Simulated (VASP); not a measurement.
Input of a VASP 6.6.1 run:

The input INCAR:

```
SYSTEM = LiGeN
PREC = Accurate
ENCUT = 520
EDIFF = 1E-6
ISMEAR = 0
SIGMA = 0.1
LREAL = .False.
LASPH = .True.
NELM = 60
ALGO = Normal
ISIF = 2
LWAVE = .False.
LCHARG = .False.
GGA = PE
NBANDS = 31
```

Contents of KPOINTS:

```
Automatic mesh
0
Gamma
  6 6 4
  0 0 0
```

The input POSCAR:

```
LiGeN
1.0
    1.9688942500     -3.9966227500      0.0000000000
    1.9688942500      3.9966227500      0.0000000000
    0.0000000000      0.0000000000      5.2717475500
Li Ge N
2 2 2
Direct
    0.7324878100      0.2675121900      0.2500000000
    0.2675121900      0.7324878100      0.7500000000
    0.5000000000      0.5000000000      0.0000000000
    0.5000000000      0.5000000000      0.5000000000
    0.0923904400      0.9076095600      0.2500000000
    0.9076095600      0.0923904400      0.7500000000
```

Potentials or basis: VASP PAW PBE potentials, release 64 (Li_sv, Ge_d, N).

Run with:

```sh
$ cat potpaw_PBE.64/Li_sv/POTCAR potpaw_PBE.64/Ge_d/POTCAR potpaw_PBE.64/N/POTCAR > POTCAR
$ mpirun -np 1 vasp_std > vasp.out
```

(1) Predict the band gap on the k mesh.

(2) Predict the largest force.

Answers

(1) zero (bands 22 and 23 overlap by 0.52 eV).

(2) 2.427 eV/Å.

Caveat: forces of over 1 eV/Å act on the atoms, so gaps and moduli don't describe the material at rest.
